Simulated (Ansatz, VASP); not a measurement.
Two plane-wave programs on HgH3

```
Hg H
1.0
     3.72041    0.00000    0.00000
    -1.86021    3.22197    0.00000
     0.00000    0.00000    4.47357
Hg H
1 3
Direct
  0.00000 0.00000 0.00000
  0.81476 0.18524 0.50000
  0.81476 0.62951 0.50000
  0.37049 0.18524 0.50000
```

Alike in both runs: task single point; functional PBE; k mesh 6 × 6 × 4; occupations gaussian, width 0.1 eV; no spin polarisation.

```csv
,VASP,Ansatz
version,VASP 6.6.1,Ansatz 0.2.0
potentials or method,"VASP PAW PBE potentials, release 64 (Hg, H), cutoff 520 eV","scalar-relativistic, plane waves, PAW"
valence electrons in the cell,15,23
```

```csv
,VASP,Ansatz,Ansatz less VASP
gap on the k mesh at the Fermi level (eV),none,none,-
pressure (GPa),-8.4,-8.3,+0.07
"traceless stress, the component that is largest in VASP (GPa)",4.92,4.86,-0.059
rms of the force components (eV/Å),0.467,0.465,-0.0021
```

Atom by atom the forces differ by 0.002 eV/Å (rms over components). A gap of «none» marks a metal or a gap that the smearing closes. With one functional, cell and mesh, what is left measures potentials, basis and numerics. VASP's potentials hold 15 valence electrons a cell and Ansatz's 23, so a difference there can come from the potentials and not from the codes.

Neither program's run includes spin-orbit coupling.
